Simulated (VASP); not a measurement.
# Zr7Ge (Im-3m) in VASP: single point with PBE

Aim: the single point of Zr7Ge with PBE.

All numbers are computed with VASP 6.6.1; they aren't measurements. Logs are shortened: lines on timing, memory, paths and dates and some standing lists are left out, and cuts for length are marked.

### Step 1. The cell of the first run

Symmetry: Im-3m, No. 229, cubic system. Conventional cell: a = 7.043 Å, b = 7.043 Å, c = 7.043 Å, α = 90.00°, β = 90.00°, γ = 90.00°. Zr (site symmetry 4/mmm) has 12 Zr at 3.05 to 3.52 Å and 2 Ge at 3.52 Å within 4.0 Å. Zr (site symmetry -3m) has 12 Zr at 3.05 to 3.52 Å and 2 Ge at 3.05 Å within 4.0 Å. Within 4.0 Å of Ge (site symmetry m-3m) lie 14 Zr at 3.05 to 3.52 Å.

The cell was built from a structure type or drawn by symmetry, and may not be a known phase.

### Step 2. Single point, PBE

File INCAR:

```
  PREC = Accurate
  ENCUT = 500
  EDIFF = 1E-6
  ISMEAR = 0
  SIGMA = 0.2
  LREAL = False
  LASPH = True
  NELM = 120
  ALGO = Normal
  ISIF = 2
  LWAVE = False
  LCHARG = False
  GGA = PE
  NBANDS = 59
  GGA_COMPAT = False
```

File KPOINTS:

```
regular mesh
0
Gamma
  4 4 4
```

File POSCAR:

```
Zr7Ge
1.0
   -3.5216743672      3.5216743672      3.5216743672
    3.5216743672     -3.5216743672      3.5216743672
    3.5216743672      3.5216743672     -3.5216743672
Zr Ge
7 1
Direct
    0.0000000000      0.5000000000      0.5000000000
    0.5000000000      0.5000000000      0.0000000000
    0.5000000000      0.0000000000      0.5000000000
    0.0000000000      0.0000000000      0.5000000000
    0.0000000000      0.5000000000      0.0000000000
    0.5000000000      0.0000000000      0.0000000000
    0.5000000000      0.5000000000      0.5000000000
    0.0000000000      0.0000000000      0.0000000000
```

Potentials or basis: VASP PAW PBE potentials, release 64 (Zr_sv, Ge_d).

On the command line:

```bash
$ cat potpaw_PBE.64/Zr_sv/POTCAR potpaw_PBE.64/Ge_d/POTCAR > POTCAR
$ mpirun -np 1 vasp_std > vasp.out
```

OUTCAR:

```text
PREC = Accurate
   ENCUT = 500
   EDIFF = 1E-6
   ISMEAR = 0
   LREAL = False
   LASPH = True
   NELM = 120
   ISIF = 2
   GGA = PE

 ion  position               nearest neighbor table
   1  0.000  0.500  0.500-   4 3.05   5 3.05   6 3.05   7 3.05   5 3.05   4 3.05   7 3.05   6 3.05
                             2 3.52   2 3.52   3 3.52   3 3.52
   2  0.500  0.500  0.000-   4 3.05   5 3.05   6 3.05   7 3.05   7 3.05   6 3.05   5 3.05   4 3.05
                             3 3.52   1 3.52   1 3.52   3 3.52
   3  0.500  0.000  0.500-   4 3.05   5 3.05   6 3.05   7 3.05   6 3.05   7 3.05   4 3.05   5 3.05
                             2 3.52   1 3.52   1 3.52   2 3.52
   4  0.000  0.000  0.500-   1 3.05   2 3.05   3 3.05   8 3.05   8 3.05   1 3.05   3 3.05   2 3.05
                             7 3.52   5 3.52   5 3.52   6 3.52   7 3.52   6 3.52
   5  0.000  0.500  0.000-   1 3.05   2 3.05   3 3.05   8 3.05   1 3.05   8 3.05   2 3.05   3 3.05
                             7 3.52   4 3.52   4 3.52   7 3.52   6 3.52   6 3.52
   6  0.500  0.000  0.000-   1 3.05   2 3.05   3 3.05   8 3.05   3 3.05   2 3.05   8 3.05   1 3.05
                             7 3.52   7 3.52   4 3.52   4 3.52   5 3.52   5 3.52
   7  0.500  0.500  0.500-   1 3.05   2 3.05   3 3.05   8 3.05   2 3.05   3 3.05   1 3.05   8 3.05
                             6 3.52   6 3.52   4 3.52   5 3.52   4 3.52   5 3.52
   8  0.000  0.000  0.000-   4 3.05   5 3.05   6 3.05   7 3.05   4 3.05   5 3.05   6 3.05   7 3.05

  LATTYP: Found a body centered cubic cell.
 ALAT       =     7.0433487344

  Lattice vectors:

 A1 = (  -3.5216743672,   3.5216743672,   3.5216743672)
 A2 = (   3.5216743672,  -3.5216743672,   3.5216743672)
 A3 = (   3.5216743672,   3.5216743672,  -3.5216743672)

Analysis of symmetry for initial positions (statically):
=====================================================================
 Subroutine PRICEL returns:
 Original cell was already a primitive cell.

 Routine SETGRP: Setting up the symmetry group for a
 body centered cubic supercell.

 Subroutine GETGRP returns: Found 48 space group operations
 (whereof 48 operations were pure point group operations)
 out of a pool of 48 trial point group operations.

The static configuration has the point symmetry O_h .

Analysis of symmetry for dynamics (positions and initial velocities):
=====================================================================
 Subroutine PRICEL returns:
 Original cell was already a primitive cell.

 Routine SETGRP: Setting up the symmetry group for a
 body centered cubic supercell.

 Subroutine GETGRP returns: Found 48 space group operations
 (whereof 48 operations were pure point group operations)
 out of a pool of 48 trial point group operations.

The dynamic configuration has the point symmetry O_h .

 Subroutine INISYM returns: Found 48 space group operations
 (whereof 48 operations are pure point group operations),
 and found     1 'primitive' translations

----------------------------------------------------------------------------------------

                                     Primitive cell

  volume of cell :     174.7059

  direct lattice vectors                    reciprocal lattice vectors
    -3.521674367  3.521674367  3.521674367     0.000000000  0.141977920  0.141977920
     3.521674367 -3.521674367  3.521674367     0.141977920  0.000000000  0.141977920
     3.521674367  3.521674367 -3.521674367     0.141977920  0.141977920  0.000000000

  length of vectors
     6.099718932  6.099718932  6.099718932     0.200787099  0.200787099  0.200787099

  position of ions in fractional coordinates (direct lattice)
     0.000000000  0.500000000  0.500000000
     0.500000000  0.500000000  0.000000000
     0.500000000  0.000000000  0.500000000
     0.000000000  0.000000000  0.500000000
     0.000000000  0.500000000  0.000000000
     0.500000000  0.000000000  0.000000000
     0.500000000  0.500000000  0.500000000
     0.000000000  0.000000000  0.000000000

  ion indices of the primitive-cell ions
   primitive index   ion index
                 1           1
                 2           2
                 3           3
                 4           4
                 5           5
                 6           6
                 7           7
                 8           8

----------------------------------------------------------------------------------------

 KPOINTS: regular mesh

Automatic generation of k-mesh.
 Grid dimensions read from file:
 generate k-points for:    4    4    4

 Generating k-lattice:

  Cartesian coordinates                     Fractional coordinates (reciprocal lattice)
     0.000000000  0.035494480  0.035494480     0.250000000  0.000000000  0.000000000
     0.035494480  0.000000000  0.035494480     0.000000000  0.250000000  0.000000000
     0.035494480  0.035494480  0.000000000     0.000000000  0.000000000  0.250000000

  Length of vectors
     0.050196775  0.050196775  0.050196775

  Shift w.r.t. Gamma in fractional coordinates (k-lattice)
     0.000000000  0.000000000  0.000000000

 Subroutine IBZKPT returns following result:
 ===========================================

 Found      8 irreducible k-points:

 Following reciprocal coordinates:
            Coordinates               Weight
  0.000000  0.000000  0.000000      1.000000
  0.250000  0.000000  0.000000     12.000000
  0.500000  0.000000  0.000000      6.000000
  0.250000  0.250000  0.000000     24.000000
  0.250000  0.250000  0.250000      2.000000
 -0.250000  0.250000  0.250000      6.000000
  0.500000  0.500000  0.250000     12.000000
  0.500000  0.500000  0.500000      1.000000
   k-points           NKPTS =      8   k-points in BZ     NKDIM =      8   number of bands    NBANDS=     59
   number of dos      NEDOS =    301   number of ions     NIONS =      8
   total plane-waves  NPLWV = 110592
   dimension x,y,z NGX =    48 NGY =   48 NGZ =   48
   dimension x,y,z NGXF=    96 NGYF=   96 NGZF=   96
   ions per type =               7   1
   NGX,Y,Z   is equivalent  to a cutoff of  13.08, 13.08, 13.08 a.u.
   NGXF,Y,Z  is equivalent  to a cutoff of  26.16, 26.16, 26.16 a.u.
 SYSTEM =  unknown system
   PREC   = accura    normal or accurate (medium, high low for compatibility)
   ISTART =      0    job   : 0-new  1-cont  2-samecut
   ICHARG =      2    charge: 1-file 2-atom 10-const
   ISPIN  =      1    spin polarized calculation?
   LNONCOLLINEAR =      F non collinear calculations
   LSORBIT =      F    spin-orbit coupling
   LASPH  =      T    aspherical Exc in radial PAW
   ENCUT  =  500.0 eV  36.75 Ry    6.06 a.u.  11.12 11.12 11.12*2*pi/ulx,y,z
   NELM   =    120;   NELMIN=  2; NELMDL= -5     # of ELM steps
   EDIFF  = 0.1E-05   stopping-criterion for ELM
   LREAL  =      F    real-space projection
   EDIFFG = 0.1E-04   stopping-criterion for IOM
   NSW    =      0    number of steps for IOM
   IBRION =     -1    ionic relax: 0-MD 1-quasi-New 2-CG
   NFREE  =      0    steps in history (QN), initial steepest desc. (CG)
   ISIF   =      2    stress and relaxation
   ISYM   =      2    0-nonsym 1-usesym 2-fastsym
   POTIM  = 0.5000    time-step for ionic-motion
   TEBEG  =    0.0;   TEEND  =   0.0 temperature during run
   PSTRESS=    0.0 pullay stress
   NELECT =      98.0000    total number of electrons
   NUPDOWN=      -1.0000    fix difference up-down
   EMIN   =  10.00;   EMAX   =-10.00  energy-range for DOS
   EFERMI =   0.00;   METHOD = LEGACY
   ISMEAR =     0;   SIGMA  =   0.20  broadening in eV -4-tet -1-fermi 0-gaus
   EFERMI_NEDOS =   21; number of points for ismear=-14 and -15
   IALGO  =     38    algorithm
   IMIX   =      4    mixing-type and parameters
     AMIX     =   0.40;   BMIX     =  1.00
     AMIX_MAG =   1.60;   BMIX_MAG =  1.00
  volume/ion in A,a.u.               =      21.84       147.37
  Fermi-wavevector in a.u.,A,eV,Ry     =   1.350147  2.551408 24.802012  1.822896
  Thomas-Fermi vector in A             =   2.477675
   LORBIT       =      0    0 simple, 1 ext, 2 COOP (PROOUT), +10 PAW based schemes
   GGA     = PE    functional components
   LHFCALC =     F    Hartree Fock is set to
   AEXX    =    0.0000 exact exchange contribution
   IVDW    =     0    specifies the selected vdW correction
   LEPSILON=     F    determine dielectric tensor
   LRPA    =     F    only Hartree local field effects (RPA)
 non-spin polarized calculation
 Gauss-broadening in eV      SIGMA  =   0.20
  energy-cutoff  :      500.00
  volume of cell :      174.71
 maximum number of plane-waves:      4504
 NGX is ok and might be reduce to    48
   NGX = 23   NGY = 23   NGZ = 23

 number of electron      98.0000011 magnetization

 Free energy of the ion-electron system (eV)
  ---------------------------------------------------
  ext. energy  EPLUGINS =         0.00000000
  ---------------------------------------------------
  free energy    TOTEN  =       -64.84323648 eV

  energy without entropy =      -64.54329138  energy(sigma->0) =      -64.69326393

 E-fermi :   8.9572     XC(G=0): -11.2822

 val. band max:        8.9556567905   @ k =   0.5000   0.0000   0.0000
 cond. band min:       8.9654355601   @ k =   0.5000   0.5000   0.2500
 fundamental gap:      0.0097787696
 Fermi energy:         8.9572259391

 k-point     1 :       0.0000    0.0000    0.0000
  band No.  band energies     occupation
      1     -39.5840      2.00000
      2     -39.4843      2.00000
      3     -39.4843      2.00000
      4     -39.4843      2.00000
      5     -39.2683      2.00000
      6     -39.2683      2.00000
[... 51 lines left out ...]
     58      10.9783      0.00000
     59      12.7078      0.00000

 k-point     2 :       0.2500    0.0000    0.0000
  band No.  band energies     occupation
      1     -39.5643      2.00000
      2     -39.4908      2.00000
      3     -39.4845      2.00000
      4     -39.4844      2.00000
      5     -39.2696      2.00000
      6     -39.2684      2.00000
[... 361 lines left out ...]
     58      10.8566      0.00000
     59      11.0112      0.00000

 k-point     8 :       0.5000    0.5000    0.5000
  band No.  band energies     occupation
      1     -39.5000      2.00000
      2     -39.5000      2.00000
      3     -39.5000      2.00000
      4     -39.4693      2.00000
      5     -39.2845      2.00000
      6     -39.2845      2.00000
[... 51 lines left out ...]
     58      10.4548      0.00000
     59      10.4597      0.00000

------------------------ aborting loop because EDIFF is reached ----------------------------------------

  FORCE on cell =-STRESS in cart. coord.  units (eV):
  Direction    XX          YY          ZZ          XY          YZ          ZX
  --------------------------------------------------------------------------------------
  -------------------------------------------------------------------------------------
  Total        0.2120247      0.2120247      0.2120247      0.0000000      0.0000000      0.0000000
  in kB        1.9444171      1.9444171      1.9444171      0.0000000      0.0000000      0.0000000
  external PRESSURE =       1.9444171 kB  Pullay stress =       0.0000000 kB

 VOLUME and BASIS-vectors are now :
 -----------------------------------------------------------------------------
  energy-cutoff  :      500.00
  volume of cell :      174.71
      direct lattice vectors                 reciprocal lattice vectors
    -3.521674367  3.521674367  3.521674367     0.000000000  0.141977920  0.141977920
     3.521674367 -3.521674367  3.521674367     0.141977920  0.000000000  0.141977920
     3.521674367  3.521674367 -3.521674367     0.141977920  0.141977920  0.000000000

 POSITION                                       TOTAL-FORCE (eV/Angst)
 -----------------------------------------------------------------------------------
      3.52167      0.00000      0.00000        -0.000000      0.000000     -0.000000
      0.00000      0.00000      3.52167         0.000000     -0.000000     -0.000000
      0.00000      3.52167      0.00000         0.000000      0.000000      0.000000
      1.76084      1.76084     -1.76084         0.000000      0.000000      0.000000
      1.76084     -1.76084      1.76084        -0.000000     -0.000000     -0.000000
     -1.76084      1.76084      1.76084         0.000000      0.000000      0.000000
      1.76084      1.76084      1.76084        -0.000000     -0.000000      0.000000
      0.00000      0.00000      0.00000         0.000000      0.000000      0.000000
 -----------------------------------------------------------------------------------
    total drift:                                0.000000      0.000000     -0.000000

  FREE ENERGIE OF THE ION-ELECTRON SYSTEM (eV)
  ---------------------------------------------------
  free  energy   TOTEN  =       -64.8432364791 eV

  energy  without entropy=      -64.5432913778  energy(sigma->0) =      -64.69326393
```

Run time: 1.7 min. Hardware: 1 thread of Intel Xeon Platinum 8559C (Emerald Rapids), shared host; peak memory 0.33 GiB.

Results:

```
Free energy            : -64.8432 eV
Pressure               : 0.2 GPa
Band gap on the k mesh : zero (bands 49 and 50 overlap by 0.52 eV)
```
